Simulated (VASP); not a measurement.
# MoS2 (P6_3/mmc) in VASP: further runs

Runs on MoS2. Level: PBE+D3(BJ). Tasks: single point.

Program: VASP 6.6.1. These are calculated values, not measurements. Logs are shortened: lines on timing, memory, paths and dates and some standing lists are left out, and cuts for length are marked.

### 1 The cell of the first run

It takes space group P6_3/mmc (No. 194, hexagonal). Conventional cell: a = 3.149 Å, b = 3.149 Å, c = 12.092 Å, α = 90.00°, β = 90.00°, γ = 120.00°. Mo (site symmetry -6m2) has 6 S at 2.36 Å and 6 Mo at 3.15 Å within 3.2 Å. S (site symmetry 3m) has 3 Mo at 2.36 Å and 7 S at 3.01 to 3.15 Å within 3.2 Å.

### 2 Single point, PBE+D3(BJ) (atoms displaced along a vibrational mode)

File INCAR:

```
PREC = Accurate
ENCUT = 520
EDIFF = 1E-6
ISMEAR = 0
SIGMA = 0.05
LREAL = F
LASPH = T
NELM = 80
ALGO = Normal
ISIF = 2
LWAVE = F
LCHARG = F
GGA = PE
IVDW = 12
NBANDS = 35
```

File KPOINTS:

```
regular mesh
0
Gamma
  12 12 4
```

File POSCAR:

```
MoS2
1.0
    3.1493579417      0.0000000000      0.0000000000
   -1.5746789709      2.7274239831      0.0000000000
    0.0000000000      0.0000000000     12.0917670417
Mo S
2 4
Direct
    0.3333333333      0.6666666667      0.2500000000
    0.6666666667      0.3333333333      0.7500000000
    0.3333333333      0.6666666667      0.6254588542
    0.6666666667      0.3333333333      0.1254588542
    0.3333333333      0.6666666667      0.8745411458
    0.6666666667      0.3333333333      0.3745411458
```

Potentials or basis: VASP PAW PBE potentials, release 64 (Mo_sv, S).

Launch:

```console
> cat potpaw_PBE.64/Mo_sv/POTCAR potpaw_PBE.64/S/POTCAR > POTCAR
> mpirun -np 1 vasp_std > vasp.out
```

OUTCAR:

```text
PREC = Accurate
   ENCUT = 520
   EDIFF = 1E-6
   ISMEAR = 0
   LREAL = F
   LASPH = T
   NELM = 80
   ISIF = 2
   GGA = PE
   IVDW = 12
 IVDW          = 12

 ion  position               nearest neighbor table
   1  0.333  0.667  0.250-   4 2.36   6 2.36   4 2.36   6 2.36   4 2.36   6 2.36
   2  0.667  0.333  0.750-   3 2.36   5 2.36   3 2.36   5 2.36   3 2.36   5 2.36
   3  0.333  0.667  0.625-   2 2.36   2 2.36   2 2.36
   4  0.667  0.333  0.125-   1 2.36   1 2.36   1 2.36
   5  0.333  0.667  0.875-   2 2.36   2 2.36   2 2.36
   6  0.667  0.333  0.375-   1 2.36   1 2.36   1 2.36

  LATTYP: Found a hexagonal cell.
 ALAT       =     3.1493579417
 C/A-ratio  =     3.8394387890

  Lattice vectors:

 A1 = (   3.1493579417,   0.0000000000,   0.0000000000)
 A2 = (  -1.5746789709,   2.7274239831,   0.0000000000)
 A3 = (   0.0000000000,   0.0000000000,  12.0917670417)

Analysis of symmetry for initial positions (statically):
=====================================================================
 Subroutine PRICEL returns:
 Original cell was already a primitive cell.

 Routine SETGRP: Setting up the symmetry group for a
 hexagonal supercell.

 Subroutine GETGRP returns: Found 24 space group operations
 (whereof 12 operations were pure point group operations)
 out of a pool of 24 trial point group operations.

The static configuration has the point symmetry D_3d.
 The point group associated with its full space group is D_6h.

Analysis of symmetry for dynamics (positions and initial velocities):
=====================================================================
 Subroutine PRICEL returns:
 Original cell was already a primitive cell.

 Routine SETGRP: Setting up the symmetry group for a
 hexagonal supercell.

 Subroutine GETGRP returns: Found 24 space group operations
 (whereof 12 operations were pure point group operations)
 out of a pool of 24 trial point group operations.

The dynamic configuration has the point symmetry D_3d.
 The point group associated with its full space group is D_6h.

 Subroutine INISYM returns: Found 24 space group operations
 (whereof 12 operations are pure point group operations),
 and found     1 'primitive' translations

----------------------------------------------------------------------------------------

                                     Primitive cell

  volume of cell :     103.8639

  direct lattice vectors                    reciprocal lattice vectors
     3.149357942  0.000000000  0.000000000     0.317525038  0.183323166  0.000000000
    -1.574678971  2.727423983  0.000000000     0.000000000  0.366646332  0.000000000
     0.000000000  0.000000000 12.091767042     0.000000000  0.000000000  0.082700899

  length of vectors
     3.149357942  3.149357942 12.091767042     0.366646332  0.366646332  0.082700899

  position of ions in fractional coordinates (direct lattice)
     0.333333333  0.666666667  0.250000000
     0.666666667  0.333333333  0.750000000
     0.333333333  0.666666667  0.625458854
     0.666666667  0.333333333  0.125458854
     0.333333333  0.666666667  0.874541146
     0.666666667  0.333333333  0.374541146

  ion indices of the primitive-cell ions
   primitive index   ion index
                 1           1
                 2           2
                 3           3
                 4           4
                 5           5
                 6           6

----------------------------------------------------------------------------------------

 KPOINTS: regular mesh

Automatic generation of k-mesh.
 Grid dimensions read from file:
 generate k-points for:   12   12    4

 Generating k-lattice:

  Cartesian coordinates                     Fractional coordinates (reciprocal lattice)
     0.026460420  0.015276931  0.000000000     0.083333333  0.000000000  0.000000000
     0.000000000  0.030553861  0.000000000     0.000000000  0.083333333  0.000000000
     0.000000000  0.000000000  0.020675225     0.000000000  0.000000000  0.250000000

  Length of vectors
     0.030553861  0.030553861  0.020675225

  Shift w.r.t. Gamma in fractional coordinates (k-lattice)
     0.000000000  0.000000000  0.000000000

 Subroutine IBZKPT returns following result:
 ===========================================

 Found     57 irreducible k-points:

 Following reciprocal coordinates:
            Coordinates               Weight
  0.000000  0.000000  0.000000      1.000000
  0.083333 -0.000000  0.000000      6.000000
  0.166667 -0.000000  0.000000      6.000000
  0.250000  0.000000  0.000000      6.000000
  0.333333  0.000000  0.000000      6.000000
  0.416667 -0.000000  0.000000      6.000000
[... 16 lines left out ...]
  0.250000  0.000000  0.250000     12.000000
  0.333333  0.000000  0.250000     12.000000
 [... further k-points ...]
   k-points           NKPTS =     57   k-points in BZ     NKDIM =     57   number of bands    NBANDS=     35
   number of dos      NEDOS =    301   number of ions     NIONS =      6
   total plane-waves  NPLWV =  51840
   dimension x,y,z NGX =    24 NGY =   24 NGZ =   90
   dimension x,y,z NGXF=    48 NGYF=   48 NGZF=  180
   ions per type =               2   4
   NGX,Y,Z   is equivalent  to a cutoff of  12.67, 12.67, 12.37 a.u.
   NGXF,Y,Z  is equivalent  to a cutoff of  25.34, 25.34, 24.75 a.u.
 SYSTEM =  unknown system
   PREC   = accura    normal or accurate (medium, high low for compatibility)
   ISTART =      0    job   : 0-new  1-cont  2-samecut
   ICHARG =      2    charge: 1-file 2-atom 10-const
   ISPIN  =      1    spin polarized calculation?
   LNONCOLLINEAR =      F non collinear calculations
   LSORBIT =      F    spin-orbit coupling
   LASPH  =      T    aspherical Exc in radial PAW
   ENCUT  =  520.0 eV  38.22 Ry    6.18 a.u.   5.86  5.86 22.48*2*pi/ulx,y,z
   NELM   =     80;   NELMIN=  2; NELMDL= -5     # of ELM steps
   EDIFF  = 0.1E-05   stopping-criterion for ELM
   LREAL  =      F    real-space projection
   EDIFFG = 0.1E-04   stopping-criterion for IOM
   NSW    =      0    number of steps for IOM
   IBRION =     -1    ionic relax: 0-MD 1-quasi-New 2-CG
   NFREE  =      0    steps in history (QN), initial steepest desc. (CG)
   ISIF   =      2    stress and relaxation
   ISYM   =      2    0-nonsym 1-usesym 2-fastsym
   POTIM  = 0.5000    time-step for ionic-motion
   TEBEG  =    0.0;   TEEND  =   0.0 temperature during run
   PSTRESS=    0.0 pullay stress
   NELECT =      52.0000    total number of electrons
   NUPDOWN=      -1.0000    fix difference up-down
   EMIN   =  10.00;   EMAX   =-10.00  energy-range for DOS
   EFERMI =   0.00;   METHOD = LEGACY
   ISMEAR =     0;   SIGMA  =   0.05  broadening in eV -4-tet -1-fermi 0-gaus
   EFERMI_NEDOS =   21; number of points for ismear=-14 and -15
   IALGO  =     38    algorithm
   IMIX   =      4    mixing-type and parameters
     AMIX     =   0.40;   BMIX     =  1.00
     AMIX_MAG =   1.60;   BMIX_MAG =  1.00
  volume/ion in A,a.u.               =      17.31       116.82
  Fermi-wavevector in a.u.,A,eV,Ry     =   1.299933  2.456518 22.991493  1.689827
  Thomas-Fermi vector in A             =   2.431165
   LORBIT       =      0    0 simple, 1 ext, 2 COOP (PROOUT), +10 PAW based schemes
   GGA     = PE    functional components
   LHFCALC =     F    Hartree Fock is set to
   AEXX    =    0.0000 exact exchange contribution
   IVDW    =    12    specifies the selected vdW correction
   LEPSILON=     F    determine dielectric tensor
   LRPA    =     F    only Hartree local field effects (RPA)
 non-spin polarized calculation
 Gauss-broadening in eV      SIGMA  =   0.05
  energy-cutoff  :      520.00
  volume of cell :      103.86
 maximum number of plane-waves:      2820
 NGX is ok and might be reduce to    24
   NGX = 11   NGY = 11   NGZ = 45

 number of electron      52.0000005 magnetization

 Free energy of the ion-electron system (eV)
  ---------------------------------------------------
  ext. energy  EPLUGINS =         0.00000000
  ---------------------------------------------------
  free energy    TOTEN  =       -43.40121306 eV

  energy without entropy =      -43.40121306  energy(sigma->0) =      -43.40121306

 E-fermi :   8.3468     XC(G=0): -10.9371

 val. band max:        8.0995359724   @ k =   0.0000   0.0000   0.0000
 cond. band min:       8.8150330114   @ k =   0.3333   0.3333   0.0000
 fundamental gap:      0.7154970390
 Fermi energy:         8.3468254252

 k-point     1 :       0.0000    0.0000    0.0000
  band No.  band energies     occupation
      1     -53.5866      2.00000
      2     -53.5866      2.00000
      3     -27.7709      2.00000
      4     -27.7708      2.00000
      5     -27.5418      2.00000
      6     -27.5418      2.00000
[... 27 lines left out ...]
     34      10.5603      0.00000
     35      13.4911      0.00000

 k-point     2 :       0.0833   -0.0000    0.0000
  band No.  band energies     occupation
      1     -53.5836      2.00000
      2     -53.5836      2.00000
      3     -27.7649      2.00000
      4     -27.7648      2.00000
      5     -27.5717      2.00000
      6     -27.5717      2.00000
[... 27 lines left out ...]
     34      10.4408      0.00000
     35      13.9858      0.00000

 k-point     3 :       0.1667   -0.0000    0.0000
  band No.  band energies     occupation
      1     -53.5755      2.00000
      2     -53.5755      2.00000
      3     -27.7486      2.00000
      4     -27.7485      2.00000
      5     -27.6525      2.00000
      6     -27.6525      2.00000
[... 27 lines left out ...]
     34      10.8053      0.00000
     35      15.0696      0.00000
[... 723 lines left out ...]
 k-point    23 :       0.2500    0.0000    0.2500
  band No.  band energies     occupation
      1     -53.5644      2.00000
      2     -53.5644      2.00000
      3     -27.7613      2.00000
      4     -27.7613      2.00000
      5     -27.7262      2.00000
      6     -27.7261      2.00000
[... 27 lines left out ...]
     34      11.3181      0.00000
     35      15.4812      0.00000

 k-point    24 :       0.3333    0.0000    0.2500
  band No.  band energies     occupation
      1     -53.5532      2.00000
      2     -53.5532      2.00000
      3     -27.8683      2.00000
      4     -27.8683      2.00000
      5     -27.7037      2.00000
      6     -27.7036      2.00000
[... 27 lines left out ...]
     34      11.7183      0.00000
     35      14.6844      0.00000

 [... further k-points ...]

------------------------ aborting loop because EDIFF is reached ----------------------------------------

 Edisp (eV)   -2.62338

 E8    (eV) :    -1.0578

  FORCE on cell =-STRESS in cart. coord.  units (eV):
  Direction    XX          YY          ZZ          XY          YZ          ZX
  --------------------------------------------------------------------------------------
  -------------------------------------------------------------------------------------
  Total       2.58721     2.58721     6.91223    -0.00000    -0.00000    -0.00000
  in kB      39.90966    39.90966   106.62628    -0.00000    -0.00000    -0.00000
  external pressure =       62.15 kB  Pullay stress =        0.00 kB

 VOLUME and BASIS-vectors are now :
 -----------------------------------------------------------------------------
  energy-cutoff  :      520.00
  volume of cell :      103.86
      direct lattice vectors                 reciprocal lattice vectors
     3.149357942  0.000000000  0.000000000     0.317525038  0.183323166  0.000000000
    -1.574678971  2.727423983  0.000000000     0.000000000  0.366646332  0.000000000
     0.000000000  0.000000000 12.091767042     0.000000000  0.000000000  0.082700899

 POSITION                                       TOTAL-FORCE (eV/Angst)
 -----------------------------------------------------------------------------------
     -0.00000      1.81828      3.02294         0.000000     -0.000000     -0.000000
      1.57468      0.90914      9.06883        -0.000000      0.000000     -0.000000
     -0.00000      1.81828      7.56290         0.000000      0.000000     -1.261632
      1.57468      0.90914      1.51702        -0.000000     -0.000000     -1.261632
     -0.00000      1.81828     10.57475         0.000000      0.000000      1.261632
      1.57468      0.90914      4.52886        -0.000000     -0.000000      1.261632
 -----------------------------------------------------------------------------------
    total drift:                               -0.000000      0.000000     -0.000000

  FREE ENERGIE OF THE ION-ELECTRON SYSTEM (eV)
  ---------------------------------------------------
  free  energy   TOTEN  =       -46.0245913447 eV

  energy  without entropy=      -46.0245913447  energy(sigma->0) =      -46.02459134
```

Wall time 2 min (1 thread of Intel Xeon Platinum 8259CL at 2.50GHz (Skylake/Cascade Lake), shared host); peak memory 0.32 GiB.

Results:

- Free energy: -46.0246 eV
- Pressure: 6.2 GPa
- Largest force: 1.262 eV/Å
- Band gap on the k mesh: 0.72 eV (least direct gap 1.61 eV)
- Dispersion energy per atom: -0.437 eV

Forces in eV/Å, atoms in the order of the input:
```
Mo   0.000  0.000  0.000
Mo   0.000  0.000  0.000
S    0.000  0.000 -1.262
S    0.000  0.000 -1.262
S    0.000  0.000  1.262
S    0.000  0.000  1.262
```

Stress tensor (GPa, compression positive):
```
 3.99  0.00  0.00
 0.00  3.99  0.00
 0.00  0.00 10.66
```

Caveat: the cell differs from its parent crystal (atoms displaced along a vibrational mode); the stress differs along the axes, from 4 to 11 GPa; forces of over 1 eV/Å act on the atoms, so gaps and moduli don't describe the material at rest.

### 3 Single point, PBE+D3(BJ) (atoms displaced along a vibrational mode)

File INCAR:

```
SYSTEM = MoS2
PREC     = Accurate       ! precision mode
ENCUT    = 520            ! plane-wave cutoff, eV
EDIFF    = 1E-7           ! SCF threshold, eV
ISMEAR   = 0              ! smearing method
SIGMA    = 0.05           ! smearing width, eV
LREAL    = .False.        ! projectors in reciprocal space
LASPH    = .True.         ! aspherical terms in the spheres
NELM     = 100            ! most SCF steps
ALGO     = Normal         ! electronic algorithm
ISIF     = 2              ! what is computed and relaxed
LWAVE    = .False.        ! write WAVECAR
LCHARG   = .True.         ! write CHGCAR
GGA      = PE             ! functional
IVDW     = 12             ! dispersion correction
LELF     = .True.         ! ELF
LVHAR    = .True.       
NBANDS   = 35             ! bands
```

File KPOINTS:

```
Automatic mesh
0
Gamma
  12 12 4
  0 0 0
```

File POSCAR:

```
MoS2
1.0
    3.1493579417      0.0000000000      0.0000000000
   -1.5746789709      2.7274239831      0.0000000000
    0.0000000000      0.0000000000     12.0917670417
Mo S
2 4
Direct
    0.3333333333      0.6666666667      0.2500000000
    0.6666666667      0.3333333333      0.7500000000
    0.3333333333      0.6666666667      0.6188427823
    0.6666666667      0.3333333333      0.1188427823
    0.3333333333      0.6666666667      0.8811572177
    0.6666666667      0.3333333333      0.3811572177
```

Potentials or basis: VASP PAW PBE potentials, release 64 (Mo_sv, S).

Launch:

```console
> cat potpaw_PBE.64/Mo_sv/POTCAR potpaw_PBE.64/S/POTCAR > POTCAR
> mpirun -np 1 vasp_std > vasp.out
```

Wall time 2.3 min (1 thread of Intel Xeon Platinum 8259CL at 2.50GHz (Skylake/Cascade Lake), shared host); peak memory 0.32 GiB.

The run converged. Its results:

```
Free energy                : -46.1536 eV
Pressure                   : -2.1 GPa
Largest force              : 0.401 eV/Å
Band gap on the k mesh     : 0.78 eV (least direct gap 1.73 eV)
Dispersion energy per atom : -0.438 eV
```

Forces in eV/Å, atoms in the order of the input:
```
Mo   0.000  0.000  0.000
Mo   0.000  0.000  0.000
S    0.000  0.000  0.401
S    0.000  0.000  0.401
S    0.000  0.000 -0.401
S    0.000  0.000 -0.401
```

Stress tensor (GPa, compression positive):
```
-1.32  0.00  0.00
 0.00 -1.32  0.00
 0.00  0.00 -3.59
```

Levels at points of the mesh, in eV from the valence-band top:
```csv
k point,band 24,band 25,band 26,band 27,band 28,band 29
"(0.00, 0.00, 0.00)",-1.29,-1.05,0.00,2.13,2.13,2.17
"(0.50, 0.00, 0.00)",-1.44,-1.40,-1.29,1.69,1.75,2.02
"(0.00, 0.00, 0.50)",-2.04,-0.26,-0.26,2.13,2.13,2.13
"(0.50, 0.00, 0.50)",-1.54,-1.35,-1.35,1.72,1.72,2.21
```

Caveat: the cell differs from its parent crystal (atoms displaced along a vibrational mode).

### 4 Single point, PBE+D3(BJ) (atoms displaced along a vibrational mode)

File INCAR:

```
SYSTEM = MoS2
PREC     = Accurate       ! precision mode
ENCUT    = 520            ! plane-wave cutoff, eV
EDIFF    = 1E-7           ! SCF threshold, eV
ISMEAR   = 0              ! smearing method
SIGMA    = 0.05           ! smearing width, eV
LREAL    = .FALSE.        ! projectors in reciprocal space
LASPH    = .TRUE.         ! aspherical terms in the spheres
NELM     = 100            ! most SCF steps
ALGO     = Normal         ! electronic algorithm
ISIF     = 2              ! what is computed and relaxed
LWAVE    = .FALSE.        ! write WAVECAR
LCHARG   = .FALSE.        ! write CHGCAR
GGA      = PE             ! functional
IVDW     = 12             ! dispersion correction
NBANDS   = 35             ! bands
```

File KPOINTS:

```
Automatic mesh
0
G
  12 12 4
  0 0 0
```

File POSCAR:

```
MoS2
1.0
    3.1493579417      0.0000000000      0.0000000000
   -1.5746789709      2.7274239831      0.0000000000
    0.0000000000      0.0000000000     12.0917670417
Mo S
2 4
Direct
    0.3333333333      0.6666666667      0.2500000000
    0.6666666667      0.3333333333      0.7500000000
    0.3333333333      0.6666666667      0.6221508183
    0.6666666667      0.3333333333      0.1221508183
    0.3333333333      0.6666666667      0.8778491817
    0.6666666667      0.3333333333      0.3778491817
```

Launch:

```console
> cat potpaw_PBE.64/Mo_sv/POTCAR potpaw_PBE.64/S/POTCAR > POTCAR
> mpirun -np 1 vasp_std > vasp.out
```

It took 2.1 min on 1 thread of Intel Xeon Platinum 8259CL at 2.50GHz (Skylake/Cascade Lake), shared host; peak memory 0.33 GiB.

The run converged. Its results:

```yaml
Free_energy: -46.1555 eV
Pressure: 1.9 GPa
Largest_force: 0.390 eV/Å
Band_gap_on_the_k_mesh: 0.82 eV (least direct gap 1.68 eV)
Dispersion_energy_per_atom: -0.437 eV
```

Forces in eV/Å, atoms in the order of the input:
```
Mo   0.000  0.000  0.000
Mo   0.000  0.000  0.000
S    0.000  0.000 -0.390
S    0.000  0.000 -0.390
S    0.000  0.000  0.390
S    0.000  0.000  0.390
```

Stress tensor (GPa, compression positive):
```
1.16 0.00 0.00
0.00 1.16 0.00
0.00 0.00 3.32
```

Levels at points of the mesh, in eV from the valence-band top:
```csv
k point,band 22,band 23,band 24,band 25,band 26,band 27,band 28,band 29,band 30,band 31
"(0.00, 0.00, 0.00)",-2.29,-2.29,-1.26,-1.16,0.00,2.05,2.05,2.08,2.08,2.25
"(0.50, 0.00, 0.00)",-2.57,-1.88,-1.65,-1.54,-1.38,1.55,1.60,1.97,2.25,2.84
"(0.00, 0.00, 0.50)",-2.32,-2.32,-2.32,-0.27,-0.27,2.06,2.06,2.06,2.06,2.36
"(0.50, 0.00, 0.50)",-2.74,-1.76,-1.76,-1.45,-1.45,1.57,1.57,2.12,2.12,3.22
```

Caveat: the cell differs from its parent crystal (atoms displaced along a vibrational mode). A k mesh can miss the band edges.

### 5 Overview

| cell | gap on the mesh (eV) | pressure (GPa) | largest force (eV/Å) |
| --- | --- | --- | --- |
| as given, atomic positions A | 0.72 | 6.2 | 1.26 |
| as given, atomic positions B | 0.78 | -2.1 | 0.40 |
| as given, atomic positions C | 0.82 | 1.9 | 0.39 |

Alike in all rows: task single point; level PBE+D3(BJ); potentials or basis VASP PAW PBE potentials, release 64 (Mo_sv, S); no spin polarisation; k mesh 12 × 12 × 4; cutoff (eV) 520; smearing gaussian 0.05 eV.

Caveats: the stress differs along the axes, from 4 to 11 GPa (at least some runs); forces of over 1 eV/Å act on the atoms, so gaps and moduli don't describe the material at rest (at least some runs).

Absolute energies hang on the potentials; compare differences alone.
